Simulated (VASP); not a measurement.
Write the native input for VASP 6.6.1 that does the following.

```
Task                   : single point
Functional             : PBE
Potentials or basis    : VASP PAW PBE potentials, release 64 (Li_sv, P, S)
Cutoff                 : 520 eV
k mesh                 : 4 × 4 × 4
Occupations            : gaussian, width 0.1 eV
Spin                   : no spin polarisation
Dipole correction      : no
Further INCAR settings : ALGO = Normal; EDIFF = 1e-06; NBANDS = 37
```

The structure of LiPS3 lies in POSCAR:

```
LiPS3
1.0
    5.6736330510     -3.5983578663     -0.0616499876
    5.6736330510      3.5983578663     -0.0616499876
   -3.9337729333      0.0000000000      5.4490174034
Li P S
2 2 6
Direct
    0.7585256713      0.2414743287      0.0000000000
    0.2414743287      0.7585256713      0.0000000000
    0.1511271483      0.1511271483      0.5745612954
    0.8488728517      0.8488728517      0.4254387046
    0.2181065304      0.7818934696      0.5000000000
    0.7818934696      0.2181065304      0.5000000000
    0.1908908672      0.1908908672      0.3198272477
    0.8091091328      0.8091091328      0.6801727523
    0.3224293151      0.3224293151      0.9307927332
    0.6775706849      0.6775706849      0.0692072668
```

These files were run (other wordings do the same):

INCAR

```
PREC = Accurate
ENCUT = 520
EDIFF = 1E-6
ISMEAR = 0
SIGMA = 0.1
LREAL = F
LASPH = T
NELM = 60
ALGO = Normal
ISIF = 2
LWAVE = F
LCHARG = T
GGA = PE
LELF = T
LVHAR = T
NBANDS = 37
```

KPOINTS

```
regular mesh
0
Gamma
  4 4 4
```

Potentials or basis: VASP PAW PBE potentials, release 64 (Li_sv, P, S).

Launch:

```sh
$ cat potpaw_PBE.64/Li_sv/POTCAR potpaw_PBE.64/P/POTCAR potpaw_PBE.64/S/POTCAR > POTCAR
$ mpirun -np 1 vasp_std > vasp.out
```

It gave:

```
Largest force          : 0.108 eV/Å
Band gap on the k mesh : 1.77 eV (least direct gap 2.13 eV)
```

It took 7.5 min on 1 thread of Intel Xeon 8259CL, with other jobs on the host, peak memory 0.42 GiB.
